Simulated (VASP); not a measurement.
# Ge (Fd-3m) in VASP: settings compared, part 2 of 2

VASP 6.6.1.

## 4. Single point, PBE exchange alone

This run uses another cell than the first one, of 28.75 Å³/atom, 1.295 times its volume.

INCAR reads:

```
SYSTEM = Ge
AGGAC = 0.0 ; ALDAC = 0.0
ALGO = Normal ; EDIFF = 1E-6
ENCUT = 520 ; GGA = PE
ISIF = 2 ; ISMEAR = -1
LASPH = .TRUE. ; LCHARG = .FALSE.
LREAL = .FALSE. ; LWAVE = .FALSE.
NBANDS = 21 ; NELM = 80
PREC = Accurate ; SIGMA = 0.05
```

KPOINTS reads:

```
k-points
0
G
  8 8 8
  0 0 0
```

POSCAR reads:

```
Ge
1.0
    0.0000000000      3.0634791834      3.0634791834
    3.0634791834      0.0000000000      3.0634791834
    3.0634791834      3.0634791834      0.0000000000
Ge
2
Direct
    0.7500000000      0.7500000000      0.7500000000
    0.5000000000      0.5000000000      0.5000000000
```

Potentials or basis: VASP PAW PBE potentials, release 64 (Ge_d).

On the command line:

```console
cat potpaw_PBE.64/Ge_d/POTCAR > POTCAR
mpirun -np 1 vasp_std > vasp.out
```

OUTCAR:

```text
SYSTEM = Ge
   EDIFF = 1E-6
   ENCUT = 520
   GGA = PE
   ISIF = 2
   ISMEAR = -1
   LASPH = .TRUE.
   LREAL = .FALSE.
   NELM = 80
   PREC = Accurate

 ion  position               nearest neighbor table
   1  0.750  0.750  0.750-   2 2.65   2 2.65   2 2.65   2 2.65
   2  0.500  0.500  0.500-   1 2.65   1 2.65   1 2.65   1 2.65

  LATTYP: Found a face centered cubic cell.
 ALAT       =     6.1269583668

  Lattice vectors:

 A1 = (   0.0000000000,   3.0634791834,   3.0634791834)
 A2 = (   3.0634791834,   0.0000000000,   3.0634791834)
 A3 = (   3.0634791834,   3.0634791834,   0.0000000000)

Analysis of symmetry for initial positions (statically):
=====================================================================
 Subroutine PRICEL returns:
 Original cell was already a primitive cell.

 Routine SETGRP: Setting up the symmetry group for a
 face centered cubic supercell.

 Subroutine GETGRP returns: Found 48 space group operations
 (whereof 24 operations were pure point group operations)
 out of a pool of 48 trial point group operations.

The static configuration has the point symmetry T_d .
 The point group associated with its full space group is O_h .

[... 156 lines left out ...]
  free energy    TOTEN  =        -6.38025619 eV

  energy without entropy =       -6.37612375  energy(sigma->0) =       -6.37818997

 E-fermi :   4.1276     XC(G=0):  -7.3172

 val. band max:        4.1119846681   @ k =   0.1250   0.0000   0.0000
 cond. band min:       4.3316872039   @ k =   0.2500   0.0000   0.0000
 fundamental gap:      0.2197025357
 Fermi energy:         4.1275936178

 k-point     1 :       0.0000    0.0000    0.0000
  band No.  band energies     occupation
      1     -19.9717      2.00000
      2     -19.9717      2.00000
      3     -19.9717      2.00000
      4     -19.9497      2.00000
      5     -19.9497      2.00000
      6     -19.8358      2.00000
[... 565 lines left out ...]
     20      14.3629      0.00000
     21      14.5911      0.00000

 [... further k-points ...]

------------------------ aborting loop because EDIFF is reached ----------------------------------------

  FORCE on cell =-STRESS in cart. coord.  units (eV):
  Direction    XX          YY          ZZ          XY          YZ          ZX
  --------------------------------------------------------------------------------------
  -------------------------------------------------------------------------------------
  Total        0.0385299      0.0385299      0.0385299      0.0000000      0.0000000      0.0000000
  in kB        1.0735786      1.0735786      1.0735786      0.0000000      0.0000000      0.0000000
  external PRESSURE =       1.0735786 kB  Pullay stress =       0.0000000 kB

 VOLUME and BASIS-vectors are now :
 -----------------------------------------------------------------------------
  energy-cutoff  :      520.00
  volume of cell :       57.50
      direct lattice vectors                 reciprocal lattice vectors
     0.000000000  3.063479183  3.063479183    -0.163213121  0.163213121  0.163213121
     3.063479183  0.000000000  3.063479183     0.163213121 -0.163213121  0.163213121
     3.063479183  3.063479183  0.000000000     0.163213121  0.163213121 -0.163213121

 POSITION                                       TOTAL-FORCE (eV/Angst)
 -----------------------------------------------------------------------------------
      4.59522      4.59522      4.59522         0.000000      0.000000      0.000000
      3.06348      3.06348      3.06348        -0.000000     -0.000000     -0.000000
 -----------------------------------------------------------------------------------
    total drift:                               -0.000000     -0.000000      0.000000

  FREE ENERGIE OF THE ION-ELECTRON SYSTEM (eV)
  ---------------------------------------------------
  free  energy   TOTEN  =        -6.3802561864 eV

  energy  without entropy=       -6.3761237532  energy(sigma->0) =       -6.37818997
```

It took 11 s on 1 thread of Intel Xeon 6975P-C (Granite Rapids), shared host; peak memory 0.17 GiB.

Results:

| Item | Value |
| --- | --- |
| Free energy | -6.3803 eV |
| Pressure | 0.1 GPa |
| Band gap on the k mesh | zero (band 14 reaches 4.36 eV, above the bottom of band 15 at 3.92 eV) |

## 5. Single point, r2SCAN

This run uses another cell than the first one, of 21.28 Å³/atom, 0.958 times its volume.

POSCAR reads:

```
Ge
1.0
    0.0000000000      2.7711609388      2.7711609388
    2.7711609388      0.0000000000      2.7711609388
    2.7711609388      2.7711609388      0.0000000000
Ge
2
Direct
    0.7500000000      0.7500000000      0.7500000000
    0.5000000000      0.5000000000      0.5000000000
```

INCAR.step1 reads:

```
SYSTEM = Ge
ALGO = Normal
EDIFF = 1E-4
ENCUT = 520
GGA = PE
ISMEAR = -1
LASPH = .True.
LCHARG = .False.
LREAL = .False.
LWAVE = .True.
NBANDS = 21
NELM = 80
PREC = Accurate
SIGMA = 0.05
```

INCAR.step2 reads:

```
SYSTEM = Ge
ALGO = Normal
EDIFF = 1E-6
ENCUT = 520
ISIF = 2
ISMEAR = -1
ISTART = 1
LASPH = .True.
LCHARG = .False.
LMIXTAU = .True.
LREAL = .False.
LWAVE = .False.
METAGGA = R2SCAN
NBANDS = 21
NELM = 80
PREC = Accurate
SIGMA = 0.05
```

KPOINTS reads:

```
k-points
0
Gamma
  8 8 8
  0 0 0
```

On the command line:

```console
cat potpaw_PBE.64/Ge_d/POTCAR > POTCAR
cp INCAR.step1 INCAR
mpirun -np 1 vasp_std > vasp.out
cp INCAR.step2 INCAR
mpirun -np 1 vasp_std > vasp.out
```

It took 44 s on 1 thread of Intel Xeon 6975P-C (Granite Rapids), shared host; peak memory 0.17 GiB.

Results (log left out):

* Free energy: -27.6798 eV
* Pressure: 6.1 GPa
* Band gap on the k mesh: 0.66 eV, indirect (least direct gap 1.01 eV)

Levels at points of the mesh, in eV from the valence-band top:
```tsv
k point	band 11	band 12	band 13	band 14	band 15	band 16	band 17	band 18
(0.00, 0.00, 0.00)	-13.81	0.00	0.00	0.00	1.01	2.73	2.73	2.73
(0.50, 0.00, 0.00)	-11.46	-8.19	-1.59	-1.59	0.66	4.02	4.02	7.70
(0.50, 0.50, 0.00)	-9.47	-9.47	-3.46	-3.46	0.89	0.89	10.65	10.65
```

Caveat: the PAW data sets were made with another functional, which shifts forces and pressure a little.

## 6. The runs side by side

```csv
level,potentials or basis,cell,gap on the mesh (eV),pressure (GPa)
LDA,"VASP PAW LDA potentials, release 64 (Ge_d)","a = 3.975 Å, angles 60.0°, 2 atoms",0.03,0.2
RPBE+D4,"VASP PAW PBE potentials, release 64 (Ge_d)","a = 4.012 Å, angles 60.0°, 2 atoms",-,-0.2
PBE exchange alone,"VASP PAW PBE potentials, release 64 (Ge_d)","a = 4.332 Å, angles 60.0°, 2 atoms",none,0.1
r2SCAN,"VASP PAW PBE potentials, release 64 (Ge_d)","a = 3.919 Å, angles 60.0°, 2 atoms",0.66,6.1
```

Alike in all rows: task single point; no spin polarisation; k mesh 8 × 8 × 8; cutoff (eV) 520; smearing fermi-dirac 0.05 eV.

Caveats: the PAW data sets were made with another functional, which shifts forces and pressure a little (some runs); pairwise dispersion overbinds metals, which lowers pressure and volume (some runs).

Absolute energies hang on the potentials; compare differences alone.

## 7. How close it comes

Step 2. A measured gap of Ge is 0.744 eV (indirect; 0 K; “Temperature-dependent photoluminescence in Ge: experiment and theory”, 2020, arxiv:2003.00143); the calculated 0.03 eV misses it by -0.71 eV. 3 values of this kind are on record (0.666 to 0.807 eV); this one was drawn at random among those near their median. Spin-orbit coupling on Ge is left out. The value is that of LDA on a finite k mesh, which can miss the band edges, without temperature or zero-point motion. Semilocal functionals fall short of measured gaps as a rule.

Step 4. Measured gap of Ge: 0.744 eV (indirect; 0 K; “Temperature-dependent photoluminescence in Ge: experiment and theory”, 2020, arxiv:2003.00143). This calculation gives 0.00 eV (-0.74 eV). 3 values of this kind are on record (0.666 to 0.807 eV); this one was drawn at random among those near their median. Spin-orbit coupling on Ge is left out. The value is that of PBE exchange alone on a finite k mesh, which can miss the band edges, without temperature or zero-point motion.
